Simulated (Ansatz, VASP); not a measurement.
## Ga2TeO2 in VASP and in Ansatz

```
Ga Te O
1.0
    -2.75634    2.75634    3.24949
     2.75634   -2.75634    3.24949
     2.75634    2.75634   -3.24949
Ga Te O
2 1 2
Direct
  0.75000 0.25000 0.50000
  0.25000 0.75000 0.50000
  0.50000 0.50000 0.00000
  0.50000 0.00000 0.50000
  0.00000 0.50000 0.50000
```

Alike in both runs: task single point; functional PBE; k mesh 4 × 4 × 4; occupations gaussian, width 0.1 eV; no spin polarisation.

|  | VASP | Ansatz |
| --- | --- | --- |
| version | VASP 6.6.1 | Ansatz 0.2.0 |
| potentials or method | VASP PAW PBE potentials, release 64 (Ga_d, Te, O), cutoff 520 eV | scalar-relativistic, plane waves, PAW |
| valence electrons in the cell | 44 | 54 |

Ansatz gave:

- gap on the k mesh at the Fermi level (eV): none
- pressure (GPa): 25.0
- traceless stress, the component that is largest in VASP (GPa): 26.51

Estimate VASP's values.

gap on the k mesh at the Fermi level (eV): none; pressure (GPa): 24.6; traceless stress, the component that is largest in VASP (GPa): 26.11.

A gap of «none» marks a metal or a gap that the smearing closes. VASP's potentials hold 44 valence electrons a cell and Ansatz's 54, so a difference there can come from the potentials and not from the codes.

The k mesh is coarse, so the values compare programs but aren't converged. Neither program's run includes spin-orbit coupling.
